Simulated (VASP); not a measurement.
# Nb3C (P6_3/mmc) in VASP: single point with PBE

Aim: the single point of Nb3C with PBE.

All numbers are computed with VASP 6.6.1; they aren't measurements. Logs are shortened: lines on timing, memory, paths and dates and some standing lists are left out, and cuts for length are marked.

### 1 The cell of the first run

It takes space group P6_3/mmc (No. 194, hexagonal). The conventional cell has a = 5.347 Å, b = 5.347 Å, c = 4.756 Å, α = 90.00°, β = 90.00°, γ = 120.00°. Within 3.5 Å of Nb (site symmetry mm2) lie 8 Nb at 2.65 to 2.84 Å and 4 C at 2.67 to 2.83 Å. Within 3.5 Å of C (site symmetry -6m2) lie 12 Nb at 2.67 to 2.83 Å.

The cell was generated, and may not be a known phase.

### 2 Single point, PBE, collinear spin

Contents of INCAR:

```
SYSTEM = Nb3C
ALGO = Normal
EDIFF = 1E-6
ENCUT = 520
GGA = PE
ISIF = 2
ISMEAR = 0
ISPIN = 2
LASPH = .TRUE.
LCHARG = .FALSE.
LMAXMIX = 4
LORBIT = 11
LREAL = .FALSE.
LWAVE = .FALSE.
MAGMOM = 1 1 1 1 1 1 0 0
NBANDS = 57
NELM = 150
PREC = Accurate
SIGMA = 0.1
```

Contents of KPOINTS:

```
k-points
0
G
  6 6 4
  0 0 0
```

Contents of POSCAR:

```
Nb3C
1.0
    5.3474818012      0.0000000000      0.0000000000
   -2.6737409006      4.6310550861      0.0000000000
    0.0000000000      0.0000000000      4.7556375826
Nb C
6 2
Direct
    0.3361052335      0.1680526167      0.7500000000
    0.8319473833      0.6638947665      0.7500000000
    0.1680526167      0.8319473833      0.2500000000
    0.6638947665      0.8319473833      0.2500000000
    0.1680526167      0.3361052335      0.2500000000
    0.8319473833      0.1680526167      0.7500000000
    0.6666666667      0.3333333333      0.2500000000
    0.3333333333      0.6666666667      0.7500000000
```

Potentials or basis: VASP PAW PBE potentials, release 64 (Nb_sv, C).

Started as:

```bash
> cat potpaw_PBE.64/Nb_sv/POTCAR potpaw_PBE.64/C/POTCAR > POTCAR
> mpirun -np 1 vasp_std > vasp.out
```

OUTCAR:

```text
SYSTEM = Nb3C
   EDIFF = 1E-6
   ENCUT = 520
   GGA = PE
   ISIF = 2
   ISMEAR = 0
   ISPIN = 2
   LASPH = .TRUE.
   LORBIT = 11
   LREAL = .FALSE.
   NELM = 150
   PREC = Accurate

 ion  position               nearest neighbor table
   1  0.336  0.168  0.750-   2 2.65   6 2.65   2 2.70   6 2.70   3 2.84   3 2.84   5 2.84   5 2.84

   2  0.832  0.664  0.750-   1 2.65   6 2.65   1 2.70   6 2.70   3 2.84   3 2.84   4 2.84   4 2.84

   3  0.168  0.832  0.250-   5 2.65   4 2.65   5 2.70   4 2.70   1 2.84   1 2.84   2 2.84   2 2.84

   4  0.664  0.832  0.250-   5 2.65   3 2.65   5 2.70   3 2.70   6 2.84   6 2.84   2 2.84   2 2.84

   5  0.168  0.336  0.250-   3 2.65   4 2.65   3 2.70   4 2.70   6 2.84   6 2.84   1 2.84   1 2.84

   6  0.832  0.168  0.750-   2 2.65   1 2.65   2 2.70   1 2.70   4 2.84   4 2.84   5 2.84   5 2.84

   7  0.667  0.333  0.250-
   8  0.333  0.667  0.750-

  LATTYP: Found a hexagonal cell.
 ALAT       =     5.3474818012
 C/A-ratio  =     0.8893228176

  Lattice vectors:

 A1 = (   5.3474818012,   0.0000000000,   0.0000000000)
 A2 = (  -2.6737409006,   4.6310550861,   0.0000000000)
 A3 = (   0.0000000000,   0.0000000000,   4.7556375826)

Analysis of symmetry for initial positions (statically):
=====================================================================
 Subroutine PRICEL returns:
 Original cell was already a primitive cell.

 Routine SETGRP: Setting up the symmetry group for a
 hexagonal supercell.

 Subroutine GETGRP returns: Found 24 space group operations
 (whereof 12 operations were pure point group operations)
 out of a pool of 24 trial point group operations.

The static configuration has the point symmetry D_3d.
 The point group associated with its full space group is D_6h.

Analysis of symmetry for dynamics (positions and initial velocities):
=====================================================================
 Subroutine PRICEL returns:
 Original cell was already a primitive cell.

 Routine SETGRP: Setting up the symmetry group for a
 hexagonal supercell.

 Subroutine GETGRP returns: Found 24 space group operations
 (whereof 12 operations were pure point group operations)
 out of a pool of 24 trial point group operations.

The dynamic configuration has the point symmetry D_3d.
 The point group associated with its full space group is D_6h.

Analysis of structural, dynamic, and magnetic symmetry:
=====================================================================
 Subroutine PRICEL returns:
 Original cell was already a primitive cell.

 Routine SETGRP: Setting up the symmetry group for a
 hexagonal supercell.

 Subroutine GETGRP returns: Found 24 space group operations
 (whereof 12 operations were pure point group operations)
 out of a pool of 24 trial point group operations.

The overall configuration has the point symmetry D_3d.
 The point group associated with its full space group is D_6h.

 Subroutine INISYM returns: Found 24 space group operations
 (whereof 12 operations are pure point group operations),
 and found     1 'primitive' translations

----------------------------------------------------------------------------------------

                                     Primitive cell

  volume of cell :     117.7709

  direct lattice vectors                    reciprocal lattice vectors
     5.347481801  0.000000000  0.000000000     0.187003909  0.107966757  0.000000000
    -2.673740901  4.631055086  0.000000000     0.000000000  0.215933514  0.000000000
     0.000000000  0.000000000  4.755637583     0.000000000  0.000000000  0.210276747

  length of vectors
     5.347481801  5.347481801  4.755637583     0.215933514  0.215933514  0.210276747

  position of ions in fractional coordinates (direct lattice)
     0.336105233  0.168052617  0.750000000
     0.831947383  0.663894767  0.750000000
     0.168052617  0.831947383  0.250000000
     0.663894767  0.831947383  0.250000000
[... 44 lines left out ...]
  0.000000  0.000000  0.000000      1.000000
  0.166667 -0.000000  0.000000      6.000000
  0.333333  0.000000  0.000000      6.000000
  0.500000 -0.000000  0.000000      3.000000
  0.166667  0.166667  0.000000      6.000000
  0.333333  0.166667  0.000000     12.000000
[... 13 lines left out ...]
  0.333333  0.166667  0.500000     12.000000
  0.333333  0.333333  0.500000      2.000000
   k-points           NKPTS =     21   k-points in BZ     NKDIM =     21   number of bands    NBANDS=     57
   number of dos      NEDOS =    301   number of ions     NIONS =      8
   total plane-waves  NPLWV =  57600
   dimension x,y,z NGX =    40 NGY =   40 NGZ =   36
   dimension x,y,z NGXF=    80 NGYF=   80 NGZF=   72
   ions per type =               6   2
   NGX,Y,Z   is equivalent  to a cutoff of  12.44, 12.44, 12.58 a.u.
   NGXF,Y,Z  is equivalent  to a cutoff of  24.87, 24.87, 25.17 a.u.
 SYSTEM =  Nb3C
   PREC   = accura    normal or accurate (medium, high low for compatibility)
   ISTART =      0    job   : 0-new  1-cont  2-samecut
   ICHARG =      2    charge: 1-file 2-atom 10-const
   ISPIN  =      2    spin polarized calculation?
   LNONCOLLINEAR =      F non collinear calculations
   LSORBIT =      F    spin-orbit coupling
   LASPH  =      T    aspherical Exc in radial PAW
   ENCUT  =  520.0 eV  38.22 Ry    6.18 a.u.   9.94  9.94  8.84*2*pi/ulx,y,z
   NELM   =    150;   NELMIN=  2; NELMDL= -5     # of ELM steps
   EDIFF  = 0.1E-05   stopping-criterion for ELM
   LREAL  =      F    real-space projection
[... 7 lines left out ...]
   TEBEG  =    0.0;   TEEND  =   0.0 temperature during run
   PSTRESS=    0.0 pullay stress
   NELECT =      86.0000    total number of electrons
   NUPDOWN=      -1.0000    fix difference up-down
   EMIN   =  10.00;   EMAX   =-10.00  energy-range for DOS
   EFERMI =   0.00;   METHOD = LEGACY
   ISMEAR =     0;   SIGMA  =   0.10  broadening in eV -4-tet -1-fermi 0-gaus
   EFERMI_NEDOS =   21; number of points for ismear=-14 and -15
   IALGO  =     38    algorithm
   IMIX   =      4    mixing-type and parameters
     AMIX     =   0.40;   BMIX     =  1.00
     AMIX_MAG =   1.60;   BMIX_MAG =  1.00
  volume/ion in A,a.u.               =      14.72        99.34
  Fermi-wavevector in a.u.,A,eV,Ry     =   1.474218  2.785868 29.569787  2.173318
  Thomas-Fermi vector in A             =   2.589016
   LORBIT       =     11    0 simple, 1 ext, 2 COOP (PROOUT), +10 PAW based schemes
   GGA     = PE    functional components
   LHFCALC =     F    Hartree Fock is set to
   AEXX    =    0.0000 exact exchange contribution
   IVDW    =     0    specifies the selected vdW correction
   LEPSILON=     F    determine dielectric tensor
   LRPA    =     F    only Hartree local field effects (RPA)
 spin polarized calculation
 Gauss-broadening in eV      SIGMA  =   0.10
  energy-cutoff  :      520.00
  volume of cell :      117.77
 maximum number of plane-waves:      3198
 NGX is ok and might be reduce to    40
   NGX = 19   NGY = 19   NGZ = 17

 number of electron      86.0000006 magnetization      -0.0000007

 number of electron      86.0000006 magnetization       0.0000200

 Free energy of the ion-electron system (eV)
  ---------------------------------------------------
  ext. energy  EPLUGINS =         0.00000000
  ---------------------------------------------------
  free energy    TOTEN  =       -73.68432357 eV

  energy without entropy =      -73.65630000  energy(sigma->0) =      -73.67031178

 E-fermi :  11.5650     XC(G=0): -12.6690

 val. band max:       11.5513751220   @ k =   0.0000   0.0000   0.0000
 cond. band min:      11.5922792870   @ k =   0.5000  -0.0000   0.2500
 fundamental gap:      0.0409041650
 Fermi energy:        11.5650362925

 spin component 1

 k-point     1 :       0.0000    0.0000    0.0000
  band No.  band energies     occupation
      1     -43.2314      1.00000
      2     -43.0008      1.00000
      3     -42.8393      1.00000
      4     -42.8393      1.00000
      5     -42.7300      1.00000
      6     -42.7300      1.00000
[... 1207 lines left out ...]
     54      14.8497      0.00000
     55      15.3578      0.00000
 Fermi energy:        11.5650362925

 spin component 2

 k-point     1 :       0.0000    0.0000    0.0000
  band No.  band energies     occupation
      1     -43.2314      1.00000
      2     -43.0008      1.00000
      3     -42.8393      1.00000
      4     -42.8393      1.00000
      5     -42.7300      1.00000
      6     -42.7300      1.00000
[... 1207 lines left out ...]
     54      14.8497      0.00000
     55      15.3584      0.00000
 [bands above 55 left out]

------------------------ aborting loop because EDIFF is reached ----------------------------------------

  FORCE on cell =-STRESS in cart. coord.  units (eV):
  Direction    XX          YY          ZZ          XY          YZ          ZX
  --------------------------------------------------------------------------------------
  -------------------------------------------------------------------------------------
  Total       -0.1942959     -0.1942959     -0.3193831      0.0000000      0.0000000      0.0000000
  in kB       -2.6432379     -2.6432379     -4.3449467      0.0000000      0.0000000      0.0000000
  external PRESSURE =      -3.2104742 kB  Pullay stress =       0.0000000 kB

 VOLUME and BASIS-vectors are now :
 -----------------------------------------------------------------------------
  energy-cutoff  :      520.00
  volume of cell :      117.77
      direct lattice vectors                 reciprocal lattice vectors
     5.347481801  0.000000000  0.000000000     0.187003909  0.107966757  0.000000000
    -2.673740901  4.631055086  0.000000000     0.000000000  0.215933514  0.000000000
     0.000000000  0.000000000  4.755637583     0.000000000  0.000000000  0.210276747

 POSITION                                       TOTAL-FORCE (eV/Angst)
 -----------------------------------------------------------------------------------
      1.34799      0.77826      3.56673        -0.012943     -0.007473      0.000000
      2.67374      3.07453      3.56673         0.000000      0.014945      0.000000
     -1.32575      3.85279      1.18891        -0.012943      0.007473      0.000000
      1.32575      3.85279      1.18891         0.012943      0.007473     -0.000000
     -0.00000      1.55652      1.18891         0.000000     -0.014945      0.000000
      3.99949      0.77826      3.56673         0.012943     -0.007473     -0.000000
      2.67374      1.54369      1.18891         0.000000      0.000000      0.000000
     -0.00000      3.08737      3.56673        -0.000000      0.000000      0.000000
 -----------------------------------------------------------------------------------
    total drift:                               -0.000001      0.000000     -0.000000

  FREE ENERGIE OF THE ION-ELECTRON SYSTEM (eV)
  ---------------------------------------------------
  free  energy   TOTEN  =       -73.6843235680 eV

  energy  without entropy=      -73.6562999961  energy(sigma->0) =      -73.67031178

 total charge

# of ion       s       p       d       tot
------------------------------------------
    1        2.206   5.993   2.676  10.875
    2        2.206   5.993   2.676  10.875
    3        2.206   5.993   2.676  10.875
    4        2.206   5.993   2.676  10.875
    5        2.206   5.993   2.676  10.875
    6        2.206   5.993   2.676  10.875
    7        0.846   1.270   0.000   2.116
    8        0.846   1.270   0.000   2.116
--------------------------------------------------
tot         14.929  38.498  16.056  69.483

 magnetization (x)

# of ion       s       p       d       tot
------------------------------------------
    1        0.000   0.000   0.000   0.000
    2        0.000   0.000   0.000   0.000
    3        0.000   0.000   0.000   0.000
    4        0.000   0.000   0.000   0.000
    5        0.000   0.000   0.000   0.000
    6        0.000   0.000   0.000   0.000
    7       -0.000  -0.000   0.000  -0.000
    8       -0.000  -0.000   0.000  -0.000
--------------------------------------------------
tot          0.000   0.000   0.000   0.000
```

It took 4.6 min on 1 thread of Intel Xeon Platinum 8124M at 3.00GHz (Skylake/Cascade Lake), shared host; peak memory 0.38 GiB.

What came out:

* Free energy: -73.6843 eV
* Pressure: -0.3 GPa
* Largest force: 0.015 eV/Å
* Band gap on the k mesh: zero (filled and empty bands overlap)
* Net moment: 0.00 μB per cell
* Valence electrons inside the program's atomic spheres: Nb 10.88; C 2.12

Forces in eV/Å, atoms in the order of the input:
```
Nb  -0.013 -0.007  0.000
Nb   0.000  0.015  0.000
Nb  -0.013  0.007  0.000
Nb   0.013  0.007  0.000
Nb   0.000 -0.015  0.000
Nb   0.013 -0.007  0.000
C    0.000  0.000  0.000
C    0.000  0.000  0.000
```

Levels at points of the mesh, in eV from the Fermi level:
Spin up:
| k point | band 39 | band 40 | band 41 | band 42 | band 43 | band 44 | band 45 | band 46 | band 47 | band 48 |
| --- | --- | --- | --- | --- | --- | --- | --- | --- | --- | --- |
| (0.00, 0.00, 0.00) | -1.36 | -1.26 | -0.99 | -0.99 | -0.01 | -0.01 | 0.57 | 1.43 | 1.90 | 2.06 |
| (0.50, 0.00, 0.00) | -0.79 | -0.42 | -0.33 | 0.15 | 0.30 | 0.56 | 0.71 | 0.74 | 0.94 | 1.49 |
| (0.00, 0.00, 0.50) | -1.99 | -1.99 | -1.13 | -1.13 | -1.13 | -1.13 | 1.55 | 1.55 | 2.49 | 2.49 |
| (0.50, 0.00, 0.50) | -0.95 | -0.95 | -0.10 | -0.10 | -0.10 | -0.10 | 1.02 | 1.02 | 1.47 | 1.47 |
Spin down:
```csv
k point,band 41,band 42,band 43,band 44,band 45,band 46
"(0.00, 0.00, 0.00)",-0.99,-0.99,-0.01,-0.01,0.57,1.43
"(0.50, 0.00, 0.00)",-0.33,0.15,0.30,0.56,0.71,0.74
"(0.00, 0.00, 0.50)",-1.13,-1.13,-1.13,-1.13,1.55,1.55
"(0.50, 0.00, 0.50)",-0.10,-0.10,-0.10,-0.10,1.02,1.02
```

The gap in the log of VASP goes by the Fermi energy; the results here count the filled bands.